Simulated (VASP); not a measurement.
# BeS (I-4m2) in VASP: a series of runs

BeS is run at these levels: PBE; tasks: single point.

All numbers are computed with VASP 6.6.1; they aren't measurements. Logs are shortened: lines on timing, memory, paths and dates and some standing lists are left out, and cuts for length are marked.

## 1. The cell of the first run

The structure is tetragonal, space group I-4m2 (No. 119). Conventional cell: a = 3.327 Å, b = 3.327 Å, c = 4.850 Å, α = 90.00°, β = 90.00°, γ = 90.00°. Be (site symmetry -4m2) has 4 S at 2.06 Å within 2.7 Å. Within 2.7 Å of S (site symmetry -4m2) lie 4 Be at 2.06 Å.

## 2. Single point, PBE (strain -0.030 along x and y, +0.000 along z)

Input file INCAR:

```
SYSTEM = BeS
PREC = Accurate
ENCUT = 520
EDIFF = 1E-7
ISMEAR = 0
SIGMA = 0.05
LREAL = .FALSE.
LASPH = .TRUE.
NELM = 80
ALGO = Normal
ISIF = 2
LWAVE = .FALSE.
LCHARG = .TRUE.
GGA = PE
LELF = .TRUE.
LVHAR = .TRUE.
NBANDS = 11
```

Input file KPOINTS:

```
regular mesh
0
G
  8 8 8
  0 0 0
```

Input file POSCAR:

```
BeS
1.0
    0.0000000000      2.3522500000      2.4250000000
    2.3522500000      0.0000000000      2.4250000000
    2.3522500000      2.3522500000      0.0000000000
Be S
1 1
Direct
    0.0000000000      0.0000000000      0.0000000000
    0.7500000000      0.7500000000      0.7500000000
```

Potentials or basis: VASP PAW PBE potentials, release 64 (Be, S).

Run with:

```console
cat potpaw_PBE.64/Be/POTCAR potpaw_PBE.64/S/POTCAR > POTCAR
mpirun -np 1 vasp_std > vasp.out
```

OUTCAR:

```text
SYSTEM = BeS
   PREC = Accurate
   ENCUT = 520
   EDIFF = 1E-7
   ISMEAR = 0
   LREAL = .FALSE.
   LASPH = .TRUE.
   NELM = 80
   ISIF = 2
   GGA = PE

 ion  position               nearest neighbor table
   1  0.000  0.000  0.000-   2 2.06   2 2.06   2 2.06   2 2.06
   2  0.750  0.750  0.750-   1 2.06   1 2.06   1 2.06   1 2.06

  LATTYP: Found a body centered tetragonal cell.
 ALAT       =     3.3265838521
 C/A-ratio  =     1.4579521262

  Lattice vectors:

 A1 = (  -2.3522500000,   0.0000000000,   2.4250000000)
 A2 = (   2.3522500000,   0.0000000000,   2.4250000000)
 A3 = (   0.0000000000,   2.3522500000,  -2.4250000000)

Analysis of symmetry for initial positions (statically):
=====================================================================
 Subroutine PRICEL returns:
 Original cell was already a primitive cell.

 Routine SETGRP: Setting up the symmetry group for a
 body centered tetragonal supercell.

 Subroutine GETGRP returns: Found  8 space group operations
 (whereof  8 operations were pure point group operations)
 out of a pool of 16 trial point group operations.

The static configuration has the point symmetry D_2d.

Analysis of symmetry for dynamics (positions and initial velocities):
=====================================================================
 Subroutine PRICEL returns:
 Original cell was already a primitive cell.

 Routine SETGRP: Setting up the symmetry group for a
 body centered tetragonal supercell.

 Subroutine GETGRP returns: Found  8 space group operations
 (whereof  8 operations were pure point group operations)
 out of a pool of 16 trial point group operations.

The dynamic configuration has the point symmetry D_2d.

 Subroutine INISYM returns: Found  8 space group operations
 (whereof  8 operations are pure point group operations),
 and found     1 'primitive' translations

----------------------------------------------------------------------------------------

                                     Primitive cell

  volume of cell :      26.8354

  direct lattice vectors                    reciprocal lattice vectors
     0.000000000  2.352250000  2.425000000    -0.212562440  0.212562440  0.206185567
     2.352250000  0.000000000  2.425000000     0.212562440 -0.212562440  0.206185567
     2.352250000  2.352250000  0.000000000     0.212562440  0.212562440 -0.206185567

  length of vectors
     3.378417538  3.378417538  3.326583852     0.364524444  0.364524444  0.364524444

  position of ions in fractional coordinates (direct lattice)
     0.000000000  0.000000000  0.000000000
     0.750000000  0.750000000  0.750000000

  ion indices of the primitive-cell ions
   primitive index   ion index
                 1           1
                 2           2

----------------------------------------------------------------------------------------

 KPOINTS: regular mesh

Automatic generation of k-mesh.
 Grid dimensions read from file:
 generate k-points for:    8    8    8

 Generating k-lattice:

  Cartesian coordinates                     Fractional coordinates (reciprocal lattice)
    -0.026570305  0.026570305  0.025773196     0.125000000 -0.000000000  0.000000000
     0.026570305 -0.026570305  0.025773196    -0.000000000  0.125000000  0.000000000
     0.026570305  0.026570305 -0.025773196     0.000000000  0.000000000  0.125000000

  Length of vectors
     0.045565555  0.045565555  0.045565555

  Shift w.r.t. Gamma in fractional coordinates (k-lattice)
     0.000000000  0.000000000  0.000000000

 Subroutine IBZKPT returns following result:
 ===========================================

 Found     59 irreducible k-points:

 Following reciprocal coordinates:
            Coordinates               Weight
  0.000000  0.000000  0.000000      1.000000
  0.125000 -0.000000  0.000000      8.000000
  0.250000 -0.000000  0.000000      8.000000
  0.375000 -0.000000  0.000000      8.000000
  0.500000 -0.000000  0.000000      4.000000
  0.125000  0.125000  0.000000      2.000000
[... 16 lines left out ...]
  0.250000 -0.000000  0.125000     16.000000
  0.375000 -0.000000  0.125000     16.000000
 [... further k-points ...]
   k-points           NKPTS =     59   k-points in BZ     NKDIM =     59   number of bands    NBANDS=     11
   number of dos      NEDOS =    301   number of ions     NIONS =      2
   total plane-waves  NPLWV =  21952
   dimension x,y,z NGX =    28 NGY =   28 NGZ =   28
   dimension x,y,z NGXF=    56 NGYF=   56 NGZF=   56
   ions per type =               1   1
   NGX,Y,Z   is equivalent  to a cutoff of  13.78, 13.78, 13.99 a.u.
   NGXF,Y,Z  is equivalent  to a cutoff of  27.56, 27.56, 27.99 a.u.
 SYSTEM =  BeS
   PREC   = accura    normal or accurate (medium, high low for compatibility)
   ISTART =      0    job   : 0-new  1-cont  2-samecut
   ICHARG =      2    charge: 1-file 2-atom 10-const
   ISPIN  =      1    spin polarized calculation?
   LNONCOLLINEAR =      F non collinear calculations
   LSORBIT =      F    spin-orbit coupling
   LASPH  =      T    aspherical Exc in radial PAW
   ENCUT  =  520.0 eV  38.22 Ry    6.18 a.u.   6.28  6.28  6.19*2*pi/ulx,y,z
   NELM   =     80;   NELMIN=  2; NELMDL= -5     # of ELM steps
   EDIFF  = 0.1E-06   stopping-criterion for ELM
   LREAL  =      F    real-space projection
   EDIFFG = 0.1E-05   stopping-criterion for IOM
   NSW    =      0    number of steps for IOM
   IBRION =     -1    ionic relax: 0-MD 1-quasi-New 2-CG
   NFREE  =      0    steps in history (QN), initial steepest desc. (CG)
   ISIF   =      2    stress and relaxation
   ISYM   =      2    0-nonsym 1-usesym 2-fastsym
   POTIM  = 0.5000    time-step for ionic-motion
   TEBEG  =    0.0;   TEEND  =   0.0 temperature during run
   PSTRESS=    0.0 pullay stress
   NELECT =       8.0000    total number of electrons
   NUPDOWN=      -1.0000    fix difference up-down
   EMIN   =  10.00;   EMAX   =-10.00  energy-range for DOS
   EFERMI =   0.00;   METHOD = LEGACY
   ISMEAR =     0;   SIGMA  =   0.05  broadening in eV -4-tet -1-fermi 0-gaus
   EFERMI_NEDOS =   21; number of points for ismear=-14 and -15
   IALGO  =     38    algorithm
   IMIX   =      4    mixing-type and parameters
     AMIX     =   0.40;   BMIX     =  1.00
     AMIX_MAG =   1.60;   BMIX_MAG =  1.00
  volume/ion in A,a.u.               =      13.42        90.55
  Fermi-wavevector in a.u.,A,eV,Ry     =   1.093625  2.066652 16.272793  1.196017
  Thomas-Fermi vector in A             =   2.229914
   LORBIT       =      0    0 simple, 1 ext, 2 COOP (PROOUT), +10 PAW based schemes
   GGA     = PE    functional components
   LHFCALC =     F    Hartree Fock is set to
   AEXX    =    0.0000 exact exchange contribution
   IVDW    =     0    specifies the selected vdW correction
   LEPSILON=     F    determine dielectric tensor
   LRPA    =     F    only Hartree local field effects (RPA)
 non-spin polarized calculation
 Gauss-broadening in eV      SIGMA  =   0.05
  energy-cutoff  :      520.00
  volume of cell :       26.84
 maximum number of plane-waves:       733
 NGX is ok and might be reduce to    28
   NGX = 13   NGY = 13   NGZ = 13

 number of electron       8.0000000 magnetization

 Free energy of the ion-electron system (eV)
  ---------------------------------------------------
  ext. energy  EPLUGINS =         0.00000000
  ---------------------------------------------------
  free energy    TOTEN  =        -9.95502594 eV

  energy without entropy =       -9.95502594  energy(sigma->0) =       -9.95502594

 E-fermi :   5.1091     XC(G=0):  -9.9859

 val. band max:        4.8878989969   @ k =   0.0000   0.0000   0.0000
 cond. band min:       7.7090702522   @ k =   0.5000   0.0000   0.5000
 fundamental gap:      2.8211712552
 Fermi energy:         5.1091393097

 k-point     1 :       0.0000    0.0000    0.0000
  band No.  band energies     occupation
      1      -9.2910      2.00000
      2       4.7064      2.00000
      3       4.8879      2.00000
      4       4.8879      2.00000
      5      10.4570      0.00000
      6      10.4570      0.00000
      7      10.4960      0.00000
      8      11.2370      0.00000
      9      17.3828      0.00000
     10      18.1114      0.00000
     11      20.1784      0.00000

 k-point     2 :       0.1250   -0.0000    0.0000
  band No.  band energies     occupation
      1      -9.0987      2.00000
      2       3.5490      2.00000
      3       4.5329      2.00000
      4       4.6857      2.00000
      5      10.5301      0.00000
      6      10.8479      0.00000
      7      10.8813      0.00000
      8      12.4466      0.00000
      9      16.7459      0.00000
     10      17.3118      0.00000
     11      19.8768      0.00000

 k-point     3 :       0.2500   -0.0000    0.0000
  band No.  band energies     occupation
      1      -8.5649      2.00000
      2       1.3145      2.00000
      3       4.0625      2.00000
      4       4.2884      2.00000
      5      10.5211      0.00000
      6      11.4008      0.00000
      7      11.4769      0.00000
      8      14.5773      0.00000
      9      16.6963      0.00000
     10      16.9125      0.00000
     11      19.4350      0.00000

 k-point     4 :       0.3750   -0.0000    0.0000
  band No.  band energies     occupation
      1      -7.8743      2.00000
      2      -0.5769      2.00000
      3       3.6899      2.00000
      4       3.9733      2.00000
      5      10.4636      0.00000
      6      11.4091      0.00000
      7      11.5888      0.00000
      8      15.9766      0.00000
      9      18.1958      0.00000
     10      18.3071      0.00000
     11      19.7964      0.00000
[... 239 lines left out ...]
 k-point    22 :       0.1250    0.0000    0.1250
  band No.  band energies     occupation
      1      -9.0289      2.00000
      2       3.8875      2.00000
      3       4.0709      2.00000
      4       4.1988      2.00000
      5       9.9976      0.00000
      6      11.3887      0.00000
      7      11.6357      0.00000
      8      12.3193      0.00000
      9      15.9853      0.00000
     10      17.9103      0.00000
     11      20.7731      0.00000

 k-point    23 :       0.2500   -0.0000    0.1250
  band No.  band energies     occupation
      1      -8.6026      2.00000
      2       2.0241      2.00000
      3       3.6009      2.00000
      4       3.9469      2.00000
      5      10.0816      0.00000
      6      11.8825      0.00000
      7      12.3874      0.00000
      8      13.0390      0.00000
      9      16.2041      0.00000
     10      18.0364      0.00000
     11      20.7178      0.00000

 k-point    24 :       0.3750   -0.0000    0.1250
  band No.  band energies     occupation
      1      -7.9473      2.00000
      2       0.0666      2.00000
      3       3.2624      2.00000
      4       3.5097      2.00000
      5      10.3202      0.00000
      6      11.9879      0.00000
      7      12.5251      0.00000
      8      13.8354      0.00000
      9      18.0658      0.00000
     10      19.1730      0.00000
     11      20.3958      0.00000

 [... further k-points ...]
[... 5 lines left out ...]
  --------------------------------------------------------------------------------------
  -------------------------------------------------------------------------------------
  Total        1.5656710      1.5656710      1.0224248      0.0000000      0.0000000     -0.0000000
  in kB       93.4764914     93.4764914     61.0426365      0.0000000      0.0000000     -0.0000000
  external PRESSURE =      82.6652064 kB  Pullay stress =       0.0000000 kB

 VOLUME and BASIS-vectors are now :
 -----------------------------------------------------------------------------
  energy-cutoff  :      520.00
  volume of cell :       26.84
      direct lattice vectors                 reciprocal lattice vectors
     0.000000000  2.352250000  2.425000000    -0.212562440  0.212562440  0.206185567
     2.352250000  0.000000000  2.425000000     0.212562440 -0.212562440  0.206185567
     2.352250000  2.352250000  0.000000000     0.212562440  0.212562440 -0.206185567

 POSITION                                       TOTAL-FORCE (eV/Angst)
 -----------------------------------------------------------------------------------
      0.00000      0.00000      0.00000        -0.000000     -0.000000      0.000000
      3.52838      3.52838      3.63750         0.000000      0.000000     -0.000000
 -----------------------------------------------------------------------------------
    total drift:                                0.000000      0.000000     -0.000000

  FREE ENERGIE OF THE ION-ELECTRON SYSTEM (eV)
  ---------------------------------------------------
  free  energy   TOTEN  =        -9.9550259393 eV

  energy  without entropy=       -9.9550259393  energy(sigma->0) =       -9.95502594
```

It took 35 s on 1 thread of Intel Xeon 8259CL, shared host; peak memory 0.16 GiB.

What came out:

| Item | Value |
| --- | --- |
| Free energy | -9.9550 eV |
| Pressure | 8.3 GPa |
| Band gap on the k mesh | 2.82 eV, indirect (least direct gap 5.57 eV) |

Stress tensor (GPa, compression positive):
```
9.35 0.00 0.00
0.00 9.35 0.00
0.00 0.00 6.10
```

Levels at points of the mesh, in eV from the valence-band top:
```
           k point  band 1  band 2  band 3  band 4  band 5  band 6  band 7  band 8  band 9
(0.00, 0.00, 0.00)  -14.18   -0.18    0.00    0.00    5.57    5.57    5.61    6.35   12.49
(0.50, 0.00, 0.00)  -12.39   -6.25   -1.33   -1.03    5.54    6.44    6.63   11.44   15.00
(0.50, 0.50, 0.00)  -11.90   -5.54   -2.74   -2.74    3.08    4.99   13.21   13.21   16.06
(0.50, 0.00, 0.50)  -11.74   -5.33   -3.03   -2.97    2.82    4.70   13.06   13.27   16.40
```

Caveat: the cell differs from its parent crystal (strain -0.030 along x and y, +0.000 along z). A k mesh can miss the band edges.

[end of part 1 of 2]
